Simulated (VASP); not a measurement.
Input of a VASP 6.6.1 run:

INCAR

```
PREC = Accurate ; ENCUT = 520
EDIFF = 1E-7 ; ISMEAR = -1
SIGMA = 0.02 ; LREAL = F
LASPH = T ; NELM = 60
ALGO = Normal ; ISIF = 2
LWAVE = F ; LCHARG = F
GGA = PE ; NBANDS = 16
```

KPOINTS

```
regular mesh
0
Gamma
  13 13 13
```

The input POSCAR:

```
GaN
1.0
    0.0199250000      2.0024625000      2.0024625000
    2.0024625000      0.0199250000      2.0024625000
    2.0024625000      2.0024625000      0.0199250000
Ga N
1 1
Direct
    0.5000000000      0.5000000000      0.5000000000
    0.0000000000      0.0000000000      0.0000000000
```

Potentials or basis: VASP PAW PBE potentials, release 64 (Ga_d, N).

Command:

```bash
$ cat potpaw_PBE.64/Ga_d/POTCAR potpaw_PBE.64/N/POTCAR > POTCAR
$ mpirun -np 1 vasp_std > vasp.out
```

**Question.** What does it give for the pressure?

**Answer.** 70.3 GPa.

**Question.** What does it give for the band gap on the k mesh?

**Answer.** 1.86 eV (least direct gap 5.13 eV).

Stress tensor (GPa, compression positive):
```
70.32 -2.68 -2.68
-2.68 70.32 -2.68
-2.68 -2.68 70.32
```

Caveat: the cell differs from its parent crystal (equal xy, yz and zx shear strains of +1 %); the cell stands under pressure; an odd mesh through Γ misses points on the zone boundary, where band edges can lie.
